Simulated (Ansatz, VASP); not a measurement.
Ru in VASP and in Ansatz

The input INCAR:

```
PREC = Accurate
ENCUT = 520
EDIFF = 1E-7
ISMEAR = 0
SIGMA = 0.1
LREAL = False
LASPH = True
NELM = 100
ALGO = Normal
ISIF = 2
LWAVE = False
LCHARG = False
GGA = PE
NBANDS = 21
```

Contents of KPOINTS:

```
Automatic mesh
0
Gamma
  15 15 8
```

The input POSCAR:

```
Ru
1.0
    2.7200250909      0.0000000000      0.0000000000
   -1.3600125454      2.3556108276      0.0000000000
    0.0000000000      0.0000000000      4.2967694966
Ru
2
Direct
    0.3333333333      0.6666666667      0.2500000000
    0.6666666667      0.3333333333      0.7500000000
```

Input for Ansatz:

```yaml
crystal:
  lattice:
    - [2.7200250909, 0.0, 0.0]
    - [-1.3600125454, 2.3556108276, 0.0]
    - [0.0, 0.0, 4.2967694966]
  atoms:
    - { symbol: Ru, position: [0.3333333333, 0.6666666667, 0.25] }
    - { symbol: Ru, position: [0.6666666667, 0.3333333333, 0.75] }
basis:
  ecutwfc: 420
kpoints:
  mp_grid: { grid: [15, 15, 8] }
hamiltonian:
  xc: pbe
scf:
  occupations: { method: gaussian, width: 0.1 }
output:
  forces: true
  stress: true
  eigenvalues: true
```

Alike in both runs: task single point; functional PBE; k mesh 15 × 15 × 8; occupations gaussian, width 0.1 eV; no spin polarisation.

|  | VASP | Ansatz |
| --- | --- | --- |
| version | VASP 6.6.1 | Ansatz 0.2.0 |
| potentials or method | VASP PAW PBE potentials, release 64 (Ru_pv), cutoff 520 eV | scalar-relativistic, plane waves, PAW |
| valence electrons in the cell | 28 | 32 |

|  | VASP | Ansatz | Ansatz less VASP |
| --- | --- | --- | --- |
| gap on the k mesh at the Fermi level (eV) | none | none | - |
| pressure (GPa) | -0.1 | 0.0 | +0.10 |
| traceless stress, the component that is largest in VASP (GPa) | -0.07 | -0.08 | -0.014 |

A gap of «none» marks a metal or a gap that the smearing closes. VASP's potentials hold 28 valence electrons a cell and Ansatz's 32, so a difference there can come from the potentials and not from the codes.
